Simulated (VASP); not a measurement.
The system is TiSnS4.

```xyz
6
Lattice="3.5579 -4.0823 0.0000 3.5579 4.0823 0.0000 0.0000 0.0000 5.4870" Properties=species:S:1:pos:R:3 pbc="T T T"
Ti    0.0000    0.0000    2.7435
Sn    3.5579    0.0000    2.7435
S     3.5579   -1.9787    0.0000
S     3.5579    1.9787    0.0000
S     3.5579    0.0000    0.0000
S     0.0000    0.0000    0.0000
```

The cell was generated, and may not be a known phase.

```yaml
Program: VASP 6.6.1
Task: relaxation of cell and atoms
Functional: PBE
Potentials_or_basis: VASP PAW PBE potentials, release 64 (Ti_sv, Sn_d, S)
Cutoff: 500 eV
k_mesh: 2 × 2 × 2
Occupations: gaussian, width 0.15 eV
Spin: collinear spin
Starting_moments: "[1.0, 0.0, 0.0, 0.0, 0.0, 0.0] μB"
```

At the start: pressure 1.5 GPa; volume 26.57 Å³/atom.

Problem. Where does the relaxation end?

Solution. Over 16 steps the energy falls by 512.6 meV/atom and the volume is 24.36 Å³/atom (-8.3 %); space group Cmmm (No. 65, to 0.1 Å) before and after; moment 1.61 μB per cell.

The path:
```tsv
step	energy change (eV)	largest force (eV/Å)	pressure (GPa)	volume (Å³)
1	0.0000	1.5957	1.48	159.39
2	-1.5885	0.1321	-2.51	163.74
3	-2.1701	0.8983	-1.88	165.14
4	-2.7844	0.0998	-4.63	165.64
5	-2.7684	0.0098	-4.70	165.55
6	-2.5738	0.4326	4.88	144.61
7	-2.9798	0.1334	-1.74	156.16
8	-2.9801	0.1390	-1.62	155.86
9	-3.0514	0.2146	0.10	148.62
10	-3.0522	0.1796	-0.09	149.25
11	-3.0676	0.1657	-0.20	148.03
12	-3.0719	0.1471	-0.24	147.18
13	-3.0720	0.1431	-0.25	147.00
14	-3.0731	0.0481	0.32	145.60
15	-3.0742	0.0874	0.08	146.18
16	-3.0755	0.0518	0.06	146.19
```

Final structure:
```xyz
6
Lattice="3.1571 -4.9022 0.0000 3.1571 4.9022 0.0000 0.0000 0.0000 4.7228" Properties=species:S:1:pos:R:3 pbc="T T T"
Ti    0.0000    0.0000    2.3614
Sn    3.1571    0.0000    2.3614
S     3.1571   -2.5504    0.0000
S     3.1571    2.5504    0.0000
S     3.1571    0.0000    0.0000
S     0.0000    0.0000    0.0000
```

Caveat: the k points lie up to 0.67 Å⁻¹ apart in the final cell; the relaxation stopped at a loose force limit of 0.08 eV/Å, so its end isn't a converged minimum.
